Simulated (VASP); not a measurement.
# PbSe (Cmcm) in VASP: notebook

PbSe is run at these levels: LDA, r2SCAN; tasks: single point.

Everything below comes from runs of VASP 6.6.1. Logs are shortened: lines on timing, memory, paths and dates and some standing lists are left out, and cuts for length are marked.

## (1) The cell of the first run

It takes space group Cmcm (No. 63, orthorhombic). The conventional cell has a = 4.310 Å, b = 12.268 Å, c = 4.450 Å, α = 90.00°, β = 90.00°, γ = 90.00°. Pb (site symmetry m2m) has 5 Se at 2.82 to 3.10 Å within 3.7 Å. Within 3.7 Å of Se (site symmetry m2m) lie 5 Pb at 2.82 to 3.10 Å.

## (2) Single point, LDA

The input, INCAR:

```
SYSTEM = PbSe
ALGO = Normal ; EDIFF = 1E-6
ENCUT = 500 ; GGA_COMPAT = .False.
ISIF = 2 ; ISMEAR = 0
LASPH = .True. ; LCHARG = .False.
LREAL = .False. ; LWAVE = .False.
NBANDS = 28 ; NELM = 120
PREC = Accurate ; SIGMA = 0.01
```

The input, KPOINTS:

```
k-points
0
Gamma
  4 4 4
  0 0 0
```

The input, POSCAR:

```
PbSe
1.0
    2.1548765900     -6.1339473500      0.0000000000
    2.1548765900      6.1339473500      0.0000000000
    0.0000000000      0.0000000000      4.4504935700
Pb Se
2 2
Direct
    0.6317607300      0.3682392700      0.7500000000
    0.3682392700      0.6317607300      0.2500000000
    0.8612899600      0.1387100400      0.7500000000
    0.1387100400      0.8612899600      0.2500000000
```

Potentials or basis: VASP PAW LDA potentials, release 64 (Pb_d, Se).

Started as:

```bash
$ cat potpaw_LDA.64/Pb_d/POTCAR potpaw_LDA.64/Se/POTCAR > POTCAR
$ mpirun -np 1 vasp_std > vasp.out
```

OUTCAR:

```text
SYSTEM = PbSe
   EDIFF = 1E-6
   ENCUT = 500
   ISIF = 2
   ISMEAR = 0
   LASPH = .True.
   LREAL = .False.
   NELM = 120
   PREC = Accurate

 ion  position               nearest neighbor table
   1  0.632  0.368  0.750-   3 2.82   4 3.10   4 3.10   4 3.10   4 3.10   2 3.92   2 3.92
   2  0.368  0.632  0.250-   4 2.82   3 3.10   3 3.10   3 3.10   3 3.10   1 3.92   1 3.92
   3  0.861  0.139  0.750-   1 2.82   2 3.10   2 3.10   2 3.10   2 3.10
   4  0.139  0.861  0.250-   2 2.82   1 3.10   1 3.10   1 3.10   1 3.10

  LATTYP: Found a base centered orthorhombic cell.
 ALAT       =     4.3097531800
 B/A-ratio  =     2.8465422932
 C/A-ratio  =     1.0326562530

  Lattice vectors:

 A1 = (   2.1548765900,  -6.1339473500,   0.0000000000)
 A2 = (   2.1548765900,   6.1339473500,   0.0000000000)
 A3 = (   0.0000000000,   0.0000000000,   4.4504935700)

Analysis of symmetry for initial positions (statically):
=====================================================================
 Subroutine PRICEL returns:
 Original cell was already a primitive cell.

 Routine SETGRP: Setting up the symmetry group for a
 base centered orthorhombic supercell.

 Subroutine GETGRP returns: Found  8 space group operations
 (whereof  4 operations were pure point group operations)
 out of a pool of  8 trial point group operations.

The static configuration has the point symmetry C_2h.
 The point group associated with its full space group is D_2h.

Analysis of symmetry for dynamics (positions and initial velocities):
=====================================================================
 Subroutine PRICEL returns:
 Original cell was already a primitive cell.

 Routine SETGRP: Setting up the symmetry group for a
 base centered orthorhombic supercell.

 Subroutine GETGRP returns: Found  8 space group operations
 (whereof  4 operations were pure point group operations)
 out of a pool of  8 trial point group operations.

The dynamic configuration has the point symmetry C_2h.
 The point group associated with its full space group is D_2h.

 Subroutine INISYM returns: Found  8 space group operations
 (whereof  4 operations are pure point group operations),
 and found     1 'primitive' translations

----------------------------------------------------------------------------------------

                                     Primitive cell

  volume of cell :     117.6524

  direct lattice vectors                    reciprocal lattice vectors
     2.154876590 -6.133947350  0.000000000     0.232031849 -0.081513579  0.000000000
     2.154876590  6.133947350  0.000000000     0.232031849  0.081513579  0.000000000
     0.000000000  0.000000000  4.450493570     0.000000000  0.000000000  0.224694179

  length of vectors
     6.501446240  6.501446240  4.450493570     0.245933411  0.245933411  0.224694179

  position of ions in fractional coordinates (direct lattice)
     0.631760730  0.368239270  0.750000000
     0.368239270  0.631760730  0.250000000
     0.861289960  0.138710040  0.750000000
     0.138710040  0.861289960  0.250000000

  ion indices of the primitive-cell ions
   primitive index   ion index
                 1           1
                 2           2
                 3           3
                 4           4

----------------------------------------------------------------------------------------

 KPOINTS: k-points

Automatic generation of k-mesh.
 Grid dimensions read from file:
 generate k-points for:    4    4    4

 Generating k-lattice:

  Cartesian coordinates                     Fractional coordinates (reciprocal lattice)
     0.058007962 -0.020378395  0.000000000     0.250000000  0.000000000  0.000000000
     0.058007962  0.020378395  0.000000000     0.000000000  0.250000000  0.000000000
     0.000000000  0.000000000  0.056173545     0.000000000  0.000000000  0.250000000

  Length of vectors
     0.061483353  0.061483353  0.056173545

  Shift w.r.t. Gamma in fractional coordinates (k-lattice)
     0.000000000  0.000000000  0.000000000

 Subroutine IBZKPT returns following result:
 ===========================================

 Found     21 irreducible k-points:

 Following reciprocal coordinates:
            Coordinates               Weight
  0.000000  0.000000  0.000000      1.000000
  0.250000  0.000000  0.000000      4.000000
  0.500000  0.000000  0.000000      2.000000
  0.250000  0.250000  0.000000      2.000000
  0.500000  0.250000  0.000000      4.000000
 -0.250000  0.250000  0.000000      2.000000
[... 13 lines left out ...]
 -0.250000  0.250000  0.500000      2.000000
  0.500000  0.500000  0.500000      1.000000
   k-points           NKPTS =     21   k-points in BZ     NKDIM =     21   number of bands    NBANDS=     28
   number of dos      NEDOS =    301   number of ions     NIONS =      4
   total plane-waves  NPLWV =  73728
   dimension x,y,z NGX =    48 NGY =   48 NGZ =   32
   dimension x,y,z NGXF=    96 NGYF=   96 NGZF=   64
   ions per type =               2   2
   NGX,Y,Z   is equivalent  to a cutoff of  12.27, 12.27, 11.95 a.u.
   NGXF,Y,Z  is equivalent  to a cutoff of  24.55, 24.55, 23.91 a.u.
 SYSTEM =  PbSe
   PREC   = accura    normal or accurate (medium, high low for compatibility)
   ISTART =      0    job   : 0-new  1-cont  2-samecut
   ICHARG =      2    charge: 1-file 2-atom 10-const
   ISPIN  =      1    spin polarized calculation?
   LNONCOLLINEAR =      F non collinear calculations
   LSORBIT =      F    spin-orbit coupling
   LASPH  =      T    aspherical Exc in radial PAW
   ENCUT  =  500.0 eV  36.75 Ry    6.06 a.u.  11.85 11.85  8.11*2*pi/ulx,y,z
   NELM   =    120;   NELMIN=  2; NELMDL= -5     # of ELM steps
   EDIFF  = 0.1E-05   stopping-criterion for ELM
   LREAL  =      F    real-space projection
   EDIFFG = 0.1E-04   stopping-criterion for IOM
   NSW    =      0    number of steps for IOM
   IBRION =     -1    ionic relax: 0-MD 1-quasi-New 2-CG
   NFREE  =      0    steps in history (QN), initial steepest desc. (CG)
   ISIF   =      2    stress and relaxation
   ISYM   =      2    0-nonsym 1-usesym 2-fastsym
   POTIM  = 0.5000    time-step for ionic-motion
   TEBEG  =    0.0;   TEEND  =   0.0 temperature during run
   PSTRESS=    0.0 pullay stress
   NELECT =      40.0000    total number of electrons
   NUPDOWN=      -1.0000    fix difference up-down
   EMIN   =  10.00;   EMAX   =-10.00  energy-range for DOS
   EFERMI =   0.00;   METHOD = LEGACY
   ISMEAR =     0;   SIGMA  =   0.01  broadening in eV -4-tet -1-fermi 0-gaus
   EFERMI_NEDOS =   21; number of points for ismear=-14 and -15
   IALGO  =     38    algorithm
   IMIX   =      4    mixing-type and parameters
     AMIX     =   0.40;   BMIX     =  1.00
     AMIX_MAG =   1.60;   BMIX_MAG =  1.00
  volume/ion in A,a.u.               =      29.41       198.49
  Fermi-wavevector in a.u.,A,eV,Ry     =   1.142601  2.159203 17.762912  1.305537
  Thomas-Fermi vector in A             =   2.279299
   LORBIT       =      0    0 simple, 1 ext, 2 COOP (PROOUT), +10 PAW based schemes
   GGA     = CA    functional components
   LHFCALC =     F    Hartree Fock is set to
   AEXX    =    0.0000 exact exchange contribution
   IVDW    =     0    specifies the selected vdW correction
   LEPSILON=     F    determine dielectric tensor
   LRPA    =     F    only Hartree local field effects (RPA)
 non-spin polarized calculation
 Gauss-broadening in eV      SIGMA  =   0.01
  energy-cutoff  :      500.00
  volume of cell :      117.65
 maximum number of plane-waves:      3004
   NGX = 23   NGY = 23   NGZ = 17

 number of electron      39.9999996 magnetization

 Free energy of the ion-electron system (eV)
  ---------------------------------------------------
  ext. energy  EPLUGINS =         0.00000000
  ---------------------------------------------------
  free energy    TOTEN  =       -18.64976941 eV

  energy without entropy =      -18.64976941  energy(sigma->0) =      -18.64976941

 E-fermi :   4.1655     XC(G=0):  -9.7432

 val. band max:        4.0628876253   @ k =   0.0000   0.0000   0.5000
 cond. band min:       5.1595266784   @ k =   0.5000   0.5000   0.0000
 fundamental gap:      1.0966390532
 Fermi energy:         4.1654672747

 k-point     1 :       0.0000    0.0000    0.0000
  band No.  band energies     occupation
      1     -12.3176      2.00000
      2     -12.2300      2.00000
      3     -12.2219      2.00000
      4     -12.2209      2.00000
      5     -12.2035      2.00000
      6     -12.1966      2.00000
[... 20 lines left out ...]
     27       9.5270      0.00000
     28      10.9617      0.00000

 k-point     2 :       0.2500    0.0000    0.0000
  band No.  band energies     occupation
      1     -12.2897      2.00000
      2     -12.2232      2.00000
      3     -12.2225      2.00000
      4     -12.2163      2.00000
      5     -12.2029      2.00000
      6     -12.1988      2.00000
[... 20 lines left out ...]
     27      10.6354      0.00000
     28      11.5482      0.00000

 k-point     3 :       0.5000    0.0000    0.0000
  band No.  band energies     occupation
      1     -12.2459      2.00000
      2     -12.2394      2.00000
      3     -12.2301      2.00000
      4     -12.2293      2.00000
      5     -12.1998      2.00000
      6     -12.1950      2.00000
[... 20 lines left out ...]
     27      12.0286      0.00000
     28      12.9156      0.00000

 k-point     4 :       0.2500    0.2500    0.0000
  band No.  band energies     occupation
      1     -12.2462      2.00000
      2     -12.2390      2.00000
      3     -12.2354      2.00000
      4     -12.2223      2.00000
      5     -12.2008      2.00000
      6     -12.1962      2.00000
[... 485 lines left out ...]
     27      10.6560      0.00000
     28      10.6560      0.00000

 k-point    20 :      -0.2500    0.2500    0.5000
  band No.  band energies     occupation
      1     -12.2535      2.00000
      2     -12.2535      2.00000
      3     -12.2234      2.00000
      4     -12.2234      2.00000
      5     -12.1954      2.00000
      6     -12.1954      2.00000
[... 20 lines left out ...]
     27      12.9801      0.00000
     28      12.9801      0.00000

 k-point    21 :       0.5000    0.5000    0.5000
  band No.  band energies     occupation
      1     -12.2556      2.00000
      2     -12.2556      2.00000
      3     -12.2191      2.00000
      4     -12.2191      2.00000
      5     -12.1953      2.00000
      6     -12.1953      2.00000
[... 20 lines left out ...]
     27      12.2398      0.00000
     28      12.2398      0.00000

------------------------ aborting loop because EDIFF is reached ----------------------------------------

  FORCE on cell =-STRESS in cart. coord.  units (eV):
  Direction    XX          YY          ZZ          XY          YZ          ZX
  --------------------------------------------------------------------------------------
  -------------------------------------------------------------------------------------
  Total       -2.3817356     -2.3135635     -2.5504750      0.0000000      0.0000000      0.0000000
  in kB      -32.4342232    -31.5058633    -34.7320993      0.0000000      0.0000000      0.0000000
  external PRESSURE =     -32.8907286 kB  Pullay stress =       0.0000000 kB

 VOLUME and BASIS-vectors are now :
 -----------------------------------------------------------------------------
  energy-cutoff  :      500.00
  volume of cell :      117.65
      direct lattice vectors                 reciprocal lattice vectors
     2.154876590 -6.133947350  0.000000000     0.232031849 -0.081513579  0.000000000
     2.154876590  6.133947350  0.000000000     0.232031849  0.081513579  0.000000000
     0.000000000  0.000000000  4.450493570     0.000000000  0.000000000  0.224694179

 POSITION                                       TOTAL-FORCE (eV/Angst)
 -----------------------------------------------------------------------------------
      2.15488     -1.61643      3.33787         0.000000     -0.083317     -0.000000
      2.15488      1.61643      1.11262         0.000000      0.083317      0.000000
      2.15488     -4.43227      3.33787         0.000000      0.075709     -0.000000
      2.15488      4.43227      1.11262         0.000000     -0.075709     -0.000000
 -----------------------------------------------------------------------------------
    total drift:                                0.000000     -0.000000     -0.000000

  FREE ENERGIE OF THE ION-ELECTRON SYSTEM (eV)
  ---------------------------------------------------
  free  energy   TOTEN  =       -18.6497694141 eV

  energy  without entropy=      -18.6497694141  energy(sigma->0) =      -18.64976941
```

It took 39 s on 1 thread of Intel Xeon 6975P-C, shared host; peak memory 0.24 GiB.

Results:

| Item | Value |
| --- | --- |
| Free energy | -18.6498 eV |
| Pressure | -3.3 GPa |
| Largest force | 0.083 eV/Å |
| Band gap on the k mesh | 1.10 eV, indirect (least direct gap 1.35 eV) |

Forces on the atoms (eV/Å):
```
Pb   0.000 -0.083  0.000
Pb   0.000  0.083  0.000
Se   0.000  0.076  0.000
Se   0.000 -0.076  0.000
```

Stress tensor (GPa, compression positive):
```
-3.24  0.00  0.00
 0.00 -3.15  0.00
 0.00  0.00 -3.47
```

Caveat: spin-orbit coupling is left out, which moves the levels of the heavy elements.

(Continued in part 2 of 2.)
